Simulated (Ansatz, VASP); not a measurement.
## LaGa2: VASP beside Ansatz

```xyz
3
Lattice="4.2016 0.0000 0.0000 -2.1008 3.6387 0.0000 0.0000 0.0000 4.2950" Properties=species:S:1:pos:R:3 pbc="T T T"
La    0.0000    0.0000    0.0000
Ga    0.0000    2.4258    2.1475
Ga    2.1008    1.2129    2.1475
```

Alike in both runs: task single point; functional LDA; k mesh 8 × 8 × 7; occupations fermi-dirac, width 0.3 eV; no spin polarisation.

|  | VASP | Ansatz |
| --- | --- | --- |
| version | VASP 6.6.1 | Ansatz 0.2.0 |
| potentials or method | VASP PAW LDA potentials, release 64 (La, Ga_d), cutoff 520 eV | plane waves, PAW |
| valence electrons in the cell | 37 | 37 |

Ansatz gave:

```
pressure (GPa)                                                : 1.9
traceless stress, the component that is largest in VASP (GPa) : -0.32
```

Problem. Estimate VASP's values.

Solution. Pressure (GPa): 2.1; traceless stress, the component that is largest in VASP (GPa): -0.42.

LDA's correlation is that of Perdew and Zunger in VASP and of Perdew and Wang (1992) in Ansatz.

Spin-orbit coupling is off throughout.
